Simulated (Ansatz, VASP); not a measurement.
**MnS: VASP beside Ansatz**

Contents of INCAR:

```
  PREC = Accurate
  ENCUT = 520
  EDIFF = 1E-7
  ISMEAR = 0
  SIGMA = 0.05
  LREAL = F
  LASPH = T
  NELM = 80
  ALGO = Normal
  ISIF = 2
  LWAVE = F
  LCHARG = F
  GGA = PE
  NBANDS = 16
```

File KPOINTS:

```
regular mesh
0
Gamma
  10 10 10
```

POSCAR

```
MnS
1.0
    0.0000000000      2.5215036721      2.5215036721
    2.5215036721      0.0000000000      2.5215036721
    2.5215036721      2.5215036721      0.0000000000
Mn S
1 1
Direct
    0.0000000000      0.0000000000      0.0000000000
    0.2500000000      0.2500000000      0.2500000000
```

Input for Ansatz:

```yaml
crystal:
  lattice:
    - [0.0, 2.5215036721, 2.5215036721]
    - [2.5215036721, 0.0, 2.5215036721]
    - [2.5215036721, 2.5215036721, 0.0]
  atoms:
    - { symbol: Mn, position: [0.0, 0.0, 0.0] }
    - { symbol: S, position: [0.25, 0.25, 0.25] }
basis:
  ecutwfc: 420
  ecutrho_ratio: 4
kpoints:
  mp_grid: { grid: [10, 10, 10] }
hamiltonian:
  xc: pbe
scf:
  occupations: { method: gaussian, width: 0.05 }
output:
  forces: true
  stress: true
  eigenvalues: true
```

Alike in both runs: task single point; functional PBE; k mesh 10 × 10 × 10; occupations gaussian, width 0.05 eV; no spin polarisation.

```csv
,VASP,Ansatz
version,VASP 6.6.1,Ansatz 0.2.0
potentials or method,"VASP PAW PBE potentials, release 64 (Mn_pv, S), cutoff 520 eV","scalar-relativistic, plane waves, PAW"
valence electrons in the cell,19,21
```

Ansatz gave:

```
gap on the k mesh at the Fermi level (eV) : none
pressure (GPa)                            : -4.7
```

Question: Which values does VASP return?

Answer: gap on the k mesh at the Fermi level (eV): none; pressure (GPa): -4.6.

A gap of «none» marks a metal or a gap that the smearing closes. The functional is the same, so the differences come from potentials, cutoffs and numerics. VASP's potentials hold 19 valence electrons a cell and Ansatz's 21, so a difference there can come from the potentials and not from the codes.
